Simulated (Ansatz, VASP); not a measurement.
Al: VASP beside Ansatz

```
Al
1.0
     3.00930    0.00000    0.00000
    -1.50465    2.60613    0.00000
     0.00000    0.00000    4.56410
Al
2
Direct
  0.66667 0.33333 0.75000
  0.33333 0.66667 0.25000
```

Alike in both runs: task single point; functional PBEsol; k mesh 18 × 18 × 10; occupations gaussian, width 0.15 eV; no spin polarisation.

|  | VASP | Ansatz |
| --- | --- | --- |
| version | VASP 6.6.1 | Ansatz 0.2.0 |
| potentials or method | VASP PAW PBE potentials, release 64 (Al), cutoff 520 eV | scalar-relativistic, plane waves, PAW |
| valence electrons in the cell | 6 | 6 |

|  | VASP | Ansatz | Ansatz less VASP |
| --- | --- | --- | --- |
| gap on the k mesh at the Fermi level (eV) | none | none | - |
| pressure (GPa) | -5.5 | -5.5 | -0.05 |
| traceless stress, the component that is largest in VASP (GPa) | 2.42 | 2.40 | -0.020 |

VASP's potentials were made for PBE, not for PBEsol, and Ansatz warns of the same on its side. A gap of «none» marks a metal or a gap that the smearing closes.
